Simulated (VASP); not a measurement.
# NaCl (Fm-3m) in VASP: single point with PBEsol

Aim: the single point of NaCl with PBEsol.

Everything below comes from runs of VASP 6.6.1. Logs are shortened: lines on timing, memory, paths and dates and some standing lists are left out, and cuts for length are marked.

### 1 The cell of the first run

Symmetry: Fm-3m, No. 225, cubic system. The conventional cell has a = 5.663 Å, b = 5.663 Å, c = 5.663 Å, α = 90.00°, β = 90.00°, γ = 90.00°. Within 3.7 Å of Na (site symmetry m-3m) lie 6 Cl at 2.83 Å. Within 3.7 Å of Cl (site symmetry m-3m) lie 6 Na at 2.83 Å.

### 2 Single point, PBEsol

INCAR

```
SYSTEM = NaCl
ALGO = Normal
EDIFF = 1E-7
ENCUT = 520
GGA = PS
ISIF = 2
ISMEAR = 0
LASPH = .True.
LCHARG = .False.
LREAL = .False.
LWAVE = .False.
NBANDS = 14
NELM = 100
PREC = Accurate
SIGMA = 0.05
```

KPOINTS

```
k-points
0
Gamma
  8 8 8
  0 0 0
```

POSCAR

```
NaCl
1.0
    0.0000000000      2.8317500000      2.8317500000
    2.8317500000      0.0000000000      2.8317500000
    2.8317500000      2.8317500000      0.0000000000
Na Cl
1 1
Direct
    0.0000000000      0.0000000000      0.0000000000
    0.5000000000      0.5000000000      0.5000000000
```

Potentials or basis: VASP PAW PBE potentials, release 64 (Na_pv, Cl).

The run is started by

```
cat potpaw_PBE.64/Na_pv/POTCAR potpaw_PBE.64/Cl/POTCAR > POTCAR
mpirun -np 1 vasp_std > vasp.out
```

OUTCAR:

```text
SYSTEM = NaCl
   EDIFF = 1E-7
   ENCUT = 520
   GGA = PS
   ISIF = 2
   ISMEAR = 0
   LASPH = .True.
   LREAL = .False.
   NELM = 100
   PREC = Accurate

 ion  position               nearest neighbor table
   1  0.000  0.000  0.000-
   2  0.500  0.500  0.500-

  LATTYP: Found a face centered cubic cell.
 ALAT       =     5.6635000000

  Lattice vectors:

 A1 = (   0.0000000000,   2.8317500000,   2.8317500000)
 A2 = (   2.8317500000,   0.0000000000,   2.8317500000)
 A3 = (   2.8317500000,   2.8317500000,   0.0000000000)

Analysis of symmetry for initial positions (statically):
=====================================================================
 Subroutine PRICEL returns:
 Original cell was already a primitive cell.

 Routine SETGRP: Setting up the symmetry group for a
 face centered cubic supercell.

 Subroutine GETGRP returns: Found 48 space group operations
 (whereof 48 operations were pure point group operations)
 out of a pool of 48 trial point group operations.

The static configuration has the point symmetry O_h .

Analysis of symmetry for dynamics (positions and initial velocities):
=====================================================================
 Subroutine PRICEL returns:
 Original cell was already a primitive cell.

 Routine SETGRP: Setting up the symmetry group for a
 face centered cubic supercell.

 Subroutine GETGRP returns: Found 48 space group operations
 (whereof 48 operations were pure point group operations)
 out of a pool of 48 trial point group operations.

The dynamic configuration has the point symmetry O_h .

 Subroutine INISYM returns: Found 48 space group operations
 (whereof 48 operations are pure point group operations),
 and found     1 'primitive' translations

----------------------------------------------------------------------------------------

                                     Primitive cell

  volume of cell :      45.4145

  direct lattice vectors                    reciprocal lattice vectors
     0.000000000  2.831750000  2.831750000    -0.176569259  0.176569259  0.176569259
     2.831750000  0.000000000  2.831750000     0.176569259 -0.176569259  0.176569259
     2.831750000  2.831750000  0.000000000     0.176569259  0.176569259 -0.176569259

  length of vectors
     4.004699255  4.004699255  4.004699255     0.305826928  0.305826928  0.305826928

  position of ions in fractional coordinates (direct lattice)
     0.000000000  0.000000000  0.000000000
     0.500000000  0.500000000  0.500000000

  ion indices of the primitive-cell ions
   primitive index   ion index
                 1           1
                 2           2

----------------------------------------------------------------------------------------

 KPOINTS: k-points

Automatic generation of k-mesh.
 Grid dimensions read from file:
 generate k-points for:    8    8    8

 Generating k-lattice:

  Cartesian coordinates                     Fractional coordinates (reciprocal lattice)
    -0.022071157  0.022071157  0.022071157     0.125000000  0.000000000  0.000000000
     0.022071157 -0.022071157  0.022071157     0.000000000  0.125000000  0.000000000
     0.022071157  0.022071157 -0.022071157     0.000000000  0.000000000  0.125000000

  Length of vectors
     0.038228366  0.038228366  0.038228366

  Shift w.r.t. Gamma in fractional coordinates (k-lattice)
     0.000000000  0.000000000  0.000000000

 Subroutine IBZKPT returns following result:
 ===========================================

 Found     29 irreducible k-points:

 Following reciprocal coordinates:
            Coordinates               Weight
  0.000000  0.000000  0.000000      1.000000
  0.125000  0.000000  0.000000      8.000000
  0.250000  0.000000  0.000000      8.000000
  0.375000  0.000000  0.000000      8.000000
  0.500000  0.000000  0.000000      4.000000
  0.125000  0.125000  0.000000      6.000000
[... 16 lines left out ...]
  0.500000  0.250000  0.125000     48.000000
 -0.375000  0.250000  0.125000     24.000000
 [... further k-points ...]
   k-points           NKPTS =     29   k-points in BZ     NKDIM =     29   number of bands    NBANDS=     14
   number of dos      NEDOS =    301   number of ions     NIONS =      2
   total plane-waves  NPLWV =  27000
   dimension x,y,z NGX =    30 NGY =   30 NGZ =   30
   dimension x,y,z NGXF=    60 NGYF=   60 NGZF=   60
   ions per type =               1   1
   NGX,Y,Z   is equivalent  to a cutoff of  12.45, 12.45, 12.45 a.u.
   NGXF,Y,Z  is equivalent  to a cutoff of  24.91, 24.91, 24.91 a.u.
 SYSTEM =  NaCl
   PREC   = accura    normal or accurate (medium, high low for compatibility)
   ISTART =      0    job   : 0-new  1-cont  2-samecut
   ICHARG =      2    charge: 1-file 2-atom 10-const
   ISPIN  =      1    spin polarized calculation?
   LNONCOLLINEAR =      F non collinear calculations
   LSORBIT =      F    spin-orbit coupling
   LASPH  =      T    aspherical Exc in radial PAW
   ENCUT  =  520.0 eV  38.22 Ry    6.18 a.u.   7.45  7.45  7.45*2*pi/ulx,y,z
   NELM   =    100;   NELMIN=  2; NELMDL= -5     # of ELM steps
   EDIFF  = 0.1E-06   stopping-criterion for ELM
   LREAL  =      F    real-space projection
   EDIFFG = 0.1E-05   stopping-criterion for IOM
   NSW    =      0    number of steps for IOM
   IBRION =     -1    ionic relax: 0-MD 1-quasi-New 2-CG
   NFREE  =      0    steps in history (QN), initial steepest desc. (CG)
   ISIF   =      2    stress and relaxation
   ISYM   =      2    0-nonsym 1-usesym 2-fastsym
   POTIM  = 0.5000    time-step for ionic-motion
   TEBEG  =    0.0;   TEEND  =   0.0 temperature during run
   PSTRESS=    0.0 pullay stress
   NELECT =      14.0000    total number of electrons
   NUPDOWN=      -1.0000    fix difference up-down
   EMIN   =  10.00;   EMAX   =-10.00  energy-range for DOS
   EFERMI =   0.00;   METHOD = LEGACY
   ISMEAR =     0;   SIGMA  =   0.05  broadening in eV -4-tet -1-fermi 0-gaus
   EFERMI_NEDOS =   21; number of points for ismear=-14 and -15
   IALGO  =     38    algorithm
   IMIX   =      4    mixing-type and parameters
     AMIX     =   0.40;   BMIX     =  1.00
     AMIX_MAG =   1.60;   BMIX_MAG =  1.00
  volume/ion in A,a.u.               =      22.71       153.24
  Fermi-wavevector in a.u.,A,eV,Ry     =   1.105909  2.089864 16.640388  1.223034
  Thomas-Fermi vector in A             =   2.242402
   LORBIT       =      0    0 simple, 1 ext, 2 COOP (PROOUT), +10 PAW based schemes
   GGA     = PS    functional components
   LHFCALC =     F    Hartree Fock is set to
   AEXX    =    0.0000 exact exchange contribution
   IVDW    =     0    specifies the selected vdW correction
   LEPSILON=     F    determine dielectric tensor
   LRPA    =     F    only Hartree local field effects (RPA)
 non-spin polarized calculation
 Gauss-broadening in eV      SIGMA  =   0.05
  energy-cutoff  :      520.00
  volume of cell :       45.41
 maximum number of plane-waves:      1243
 NGX is ok and might be reduce to    30
   NGX = 15   NGY = 15   NGZ = 15

 number of electron      13.9999993 magnetization

 Free energy of the ion-electron system (eV)
  ---------------------------------------------------
  ext. energy  EPLUGINS =         0.00000000
  ---------------------------------------------------
  free energy    TOTEN  =        -6.99516047 eV

  energy without entropy =       -6.99516047  energy(sigma->0) =       -6.99516047

 E-fermi :  -0.5374     XC(G=0):  -8.2782

 val. band max:       -0.8561057759   @ k =   0.0000   0.0000   0.0000
 cond. band min:       4.0310972203   @ k =   0.0000   0.0000   0.0000
 fundamental gap:      4.8872029962
 Fermi energy:        -0.5373842567

 k-point     1 :       0.0000    0.0000    0.0000
  band No.  band energies     occupation
      1     -21.5310      2.00000
      2     -21.5309      2.00000
      3     -21.5309      2.00000
      4     -13.4718      2.00000
      5      -0.8561      2.00000
      6      -0.8561      2.00000
      7      -0.8561      2.00000
      8       4.0311      0.00000
      9      10.1291      0.00000
     10      10.1291      0.00000
     11      10.1291      0.00000
     12      12.3329      0.00000
     13      12.3329      0.00000
     14      13.6897      0.00000

 k-point     2 :       0.1250    0.0000    0.0000
  band No.  band energies     occupation
      1     -21.5352      2.00000
      2     -21.5313      2.00000
      3     -21.5313      2.00000
      4     -13.4253      2.00000
      5      -1.2301      2.00000
      6      -0.8966      2.00000
      7      -0.8966      2.00000
      8       4.5301      0.00000
      9       9.5592      0.00000
     10      10.3194      0.00000
     11      10.3194      0.00000
     12      12.0553      0.00000
     13      12.0553      0.00000
     14      14.6293      0.00000

 k-point     3 :       0.2500    0.0000    0.0000
  band No.  band energies     occupation
      1     -21.5454      2.00000
      2     -21.5320      2.00000
      3     -21.5320      2.00000
      4     -13.3100      2.00000
      5      -1.9621      2.00000
      6      -0.9912      2.00000
      7      -0.9912      2.00000
      8       5.5058      0.00000
      9       8.9697      0.00000
     10      10.4050      0.00000
     11      10.4050      0.00000
     12      12.2535      0.00000
     13      12.2535      0.00000
     14      14.5169      0.00000
[... 324 lines left out ...]
 k-point    23 :       0.5000    0.2500    0.1250
  band No.  band energies     occupation
      1     -21.5519      2.00000
      2     -21.5385      2.00000
      3     -21.5345      2.00000
      4     -13.1448      2.00000
      5      -2.3988      2.00000
      6      -1.5441      2.00000
      7      -1.2138      2.00000
      8       7.0982      0.00000
      9       8.5277      0.00000
     10       8.9351      0.00000
     11      10.9066      0.00000
     12      12.7086      0.00000
     13      14.9980      0.00000
     14      15.5748      0.00000

 k-point    24 :      -0.3750    0.2500    0.1250
  band No.  band energies     occupation
      1     -21.5541      2.00000
      2     -21.5390      2.00000
      3     -21.5352      2.00000
      4     -13.1069      2.00000
      5      -2.5146      2.00000
      6      -1.6223      2.00000
      7      -1.2669      2.00000
      8       7.2606      0.00000
      9       8.5508      0.00000
     10       9.1888      0.00000
     11      10.7227      0.00000
     12      13.3023      0.00000
     13      14.5727      0.00000
     14      15.6781      0.00000

 [... further k-points ...]
[... 5 lines left out ...]
  --------------------------------------------------------------------------------------
  -------------------------------------------------------------------------------------
  Total       -0.2185327     -0.2185327     -0.2185327      0.0000000     -0.0000000     -0.0000000
  in kB       -7.7096063     -7.7096063     -7.7096063      0.0000000     -0.0000000     -0.0000000
  external PRESSURE =      -7.7096063 kB  Pullay stress =       0.0000000 kB

 VOLUME and BASIS-vectors are now :
 -----------------------------------------------------------------------------
  energy-cutoff  :      520.00
  volume of cell :       45.41
      direct lattice vectors                 reciprocal lattice vectors
     0.000000000  2.831750000  2.831750000    -0.176569259  0.176569259  0.176569259
     2.831750000  0.000000000  2.831750000     0.176569259 -0.176569259  0.176569259
     2.831750000  2.831750000  0.000000000     0.176569259  0.176569259 -0.176569259

 POSITION                                       TOTAL-FORCE (eV/Angst)
 -----------------------------------------------------------------------------------
      0.00000      0.00000      0.00000        -0.000000     -0.000000     -0.000000
      2.83175      2.83175      2.83175         0.000000      0.000000      0.000000
 -----------------------------------------------------------------------------------
    total drift:                               -0.000000      0.000000      0.000000

  FREE ENERGIE OF THE ION-ELECTRON SYSTEM (eV)
  ---------------------------------------------------
  free  energy   TOTEN  =        -6.9951604699 eV

  energy  without entropy=       -6.9951604699  energy(sigma->0) =       -6.99516047
```

Wall time 20 s (1 thread of Intel Xeon 6975P-C, shared host); peak memory 0.16 GiB.

Results:

- Free energy: -6.9952 eV
- Pressure: -0.8 GPa
- Band gap on the k mesh: 4.89 eV, direct

Levels at points of the mesh, in eV from the valence-band top:
```csv
k point,band 4,band 5,band 6,band 7,band 8,band 9,band 10,band 11
"(0.00, 0.00, 0.00)",-12.62,0.00,0.00,0.00,4.89,10.99,10.99,10.99
"(0.50, 0.00, 0.00)",-12.28,-1.93,-0.26,-0.26,7.06,10.40,10.83,10.83
"(0.50, 0.50, 0.00)",-12.24,-1.67,-0.60,-0.60,7.40,7.90,11.04,14.51
```

Caveat: the PAW data sets were made with another functional, which shifts forces and pressure a little. A k mesh can miss the band edges.
